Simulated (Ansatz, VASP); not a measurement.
One calculation of In2GaP3, two programs

The input INCAR:

```
PREC = Accurate
ENCUT = 500
EDIFF = 1E-6
ISMEAR = 0
SIGMA = 0.2
LREAL = F
LASPH = T
NELM = 120
ALGO = Normal
ISIF = 2
LWAVE = F
LCHARG = F
GGA = PE
NBANDS = 66
GGA_COMPAT = F
```

Contents of KPOINTS:

```
Automatic mesh
0
Gamma
  4 4 4
```

POSCAR

```
In2GaP3
1.0
   -3.8446779426      3.8446779426      0.0000000000
    3.8446779426      3.8446779426      0.0000000000
    1.9223389713     -1.9223389713     -8.1186207350
In Ga P
4 2 6
Direct
    0.1665928205      1.0000000000      0.3331856410
    0.6665928205      0.5000000000      0.3331856410
    0.8334071795      1.0000000000      0.6668143590
    0.3334071795      0.5000000000      0.6668143590
    0.5000000000      1.0000000000      0.0000000000
    1.0000000000      0.5000000000      0.0000000000
    0.5000000000      0.5000000000      0.0000000000
    1.0000000000      1.0000000000      1.0000000000
    0.3389931761      1.0000000000      0.6779863522
    0.8389931761      0.5000000000      0.6779863522
    0.6610068239      1.0000000000      0.3220136478
    0.1610068239      0.5000000000      0.3220136478
```

Input for Ansatz:

```yaml
crystal:
  lattice:
    - [-3.8446779426, 3.8446779426, 0.0]
    - [3.8446779426, 3.8446779426, 0.0]
    - [1.9223389713, -1.9223389713, -8.118620735]
  atoms:
    - { symbol: In, position: [0.1665928205, 1.0, 0.333185641] }
    - { symbol: In, position: [0.6665928205, 0.5, 0.333185641] }
    - { symbol: In, position: [0.8334071795, 1.0, 0.666814359] }
    - { symbol: In, position: [0.3334071795, 0.5, 0.666814359] }
    - { symbol: Ga, position: [0.5, 1.0, 0.0] }
    - { symbol: Ga, position: [1.0, 0.5, 0.0] }
    - { symbol: P, position: [0.5, 0.5, 0.0] }
    - { symbol: P, position: [1.0, 1.0, 1.0] }
    - { symbol: P, position: [0.3389931761, 1.0, 0.6779863522] }
    - { symbol: P, position: [0.8389931761, 0.5, 0.6779863522] }
    - { symbol: P, position: [0.6610068239, 1.0, 0.3220136478] }
    - { symbol: P, position: [0.1610068239, 0.5, 0.3220136478] }
basis:
  ecutwfc: 420
kpoints:
  mp_grid: { grid: [4, 4, 4] }
hamiltonian:
  xc: pbe
scf:
  occupations: { method: gaussian, width: 0.2 }
  lower_state_search: "off"
output:
  forces: true
  stress: true
  eigenvalues: true
```

Alike in both runs: task single point; functional PBE; k mesh 4 × 4 × 4; occupations gaussian, width 0.2 eV; no spin polarisation.

```csv
,VASP,Ansatz
version,VASP 6.6.1,Ansatz 0.2.0
potentials or method,"VASP PAW PBE potentials, release 64 (In_d, Ga_d, P), cutoff 500 eV","scalar-relativistic, plane waves, PAW"
valence electrons in the cell,108,108
```

|  | VASP | Ansatz | Ansatz less VASP |
| --- | --- | --- | --- |
| gap on the k mesh at the Fermi level (eV) | none | none | - |
| pressure (GPa) | 0.1 | 0.1 | 0.00 |
| traceless stress, the component that is largest in VASP (GPa) | -0.20 | -0.20 | 0.000 |
| rms of the force components (eV/Å) | 0.026 | 0.028 | +0.0017 |

Atom by atom the forces differ by 0.002 eV/Å (rms over components). A gap of «none» marks a metal or a gap that the smearing closes.
